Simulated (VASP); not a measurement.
Write the native input for VASP 6.6.1 that does the following.

| Item | Value |
| --- | --- |
| Task | relaxation of cell and atoms |
| Functional | PBE |
| Potentials or basis | VASP PAW PBE potentials, release 64 (Ta_pv, C) |
| Cutoff | 600 eV |
| k mesh | 4 × 4 × 6 |
| Occupations | gaussian, width 0.1 eV |
| Spin | no spin polarisation |
| Dipole correction | no |
| Further INCAR settings | ALGO = Normal; EDIFF = 1e-06; IBRION = 2; EDIFFG = -0.04; NSW = 90; ISIF = 3 |

The structure of TaC3 lies in POSCAR:

```
TaC3
1.0
    2.6374580500     -3.5928194000      0.0000000000
    2.6374580500      3.5928194000      0.0000000000
    0.0000000000      0.0000000000      2.5908144200
Ta C
1 3
Direct
    0.0000000000      0.0000000000      0.0000000000
    0.5000000000      0.5000000000      0.0000000000
    0.0000000000      0.5000000000      0.5000000000
    0.5000000000      0.0000000000      0.5000000000
```

The cell was built from a structure type or drawn by symmetry, and may not be a known phase.

The input as run:

INCAR

```
PREC     = Accurate       # precision mode
ENCUT    = 600            # plane-wave cutoff, eV
EDIFF    = 1E-6           # SCF threshold, eV
ISMEAR   = 0              # smearing method
SIGMA    = 0.1            # smearing width, eV
LREAL    = False          # projectors in reciprocal space
LASPH    = True           # aspherical terms in the spheres
NELM     = 60             # most SCF steps
ALGO     = Normal         # electronic algorithm
ISIF     = 3              # what is computed and relaxed
LWAVE    = False          # write WAVECAR
LCHARG   = False          # write CHGCAR
GGA      = PE             # functional
IBRION   = 2              # ionic algorithm
NSW      = 90             # ionic steps
EDIFFG   = -0.04          # ionic threshold
```

KPOINTS

```
regular mesh
0
Gamma
  4 4 6
```

Potentials or basis: VASP PAW PBE potentials, release 64 (Ta_pv, C).

Command:

```bash
$ cat potpaw_PBE.64/Ta_pv/POTCAR potpaw_PBE.64/C/POTCAR > POTCAR
$ mpirun -np 1 vasp_std > vasp.out
```

It gave:

```json
{
  "Relaxed volume": "9.22 Å³/atom",
  "Relaxed cell": "a = 3.553 Å, b = 3.553 Å, c = 2.996 Å, α = 90.00°, β = 90.00°, γ = 102.63°",
  "Space group after relaxing (to 0.1 Å)": "Cmmm (No. 65)",
  "Energy gained by relaxing": "907.9 meV/atom",
  "Ionic steps": "17",
  "Pressure after relaxing": "0.0 GPa",
  "Band gap on the k mesh": "zero (an odd number of electrons rules out a gap without spin polarisation)"
}
```

Caveat: the k points lie up to 0.45 Å⁻¹ apart in the final cell, too coarse for converged energies and pressures of a metal; the volume moved by over 15 % at a fixed basis, so the end points are rough; spin-orbit coupling is left out, which moves the levels of the heavy elements.

It took 93 s on 1 thread of Intel(R) Xeon(R) 6975P-C (Granite Rapids), with other jobs on the host, peak memory 0.2 GiB.
